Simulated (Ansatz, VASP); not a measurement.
# Bi2Te2O3: VASP beside Ansatz

```
Bi Te O
1.0
     1.84687    1.06629   13.55900
    -1.84687    1.06629   13.55900
     0.00000   -2.13258   13.55900
Bi Te O
2 2 3
Direct
  0.70503 0.70503 0.70503
  0.29497 0.29497 0.29497
  0.14136 0.14136 0.14136
  0.85864 0.85864 0.85864
  0.39435 0.39435 0.39435
  0.60565 0.60565 0.60565
  0.00000 0.00000 0.00000
```

Alike in both runs: functional PBE; k mesh 4 × 4 × 4; occupations gaussian, width 0.15 eV; no spin polarisation.

Ansatz relaxed the structure, and its values are those at the end. VASP's run is a single point on that final structure, the one shown.

```csv
,VASP,Ansatz
version,VASP 6.6.1,Ansatz 0.2.0
potentials or method,"VASP PAW PBE potentials, release 64 (Bi_d, Te, O), cutoff 520 eV","scalar-relativistic, plane waves, PAW"
valence electrons in the cell,60,80
```

|  | VASP | Ansatz | Ansatz less VASP |
| --- | --- | --- | --- |
| gap on the k mesh at the Fermi level (eV) | 0.36 | 0.35 | -0.010 |
| least direct gap on the mesh (eV) | 0.54 | 0.55 | +0.003 |
| pressure (GPa) | 0.1 | 0.1 | -0.03 |
| rms of the force components (eV/Å) | 0.004 | 0.004 | -0.0002 |

VASP's potentials hold 60 valence electrons a cell and Ansatz's 80, so a difference there can come from the potentials and not from the codes.

The k mesh is coarse, so the values compare programs but aren't converged. Spin-orbit coupling is off throughout.
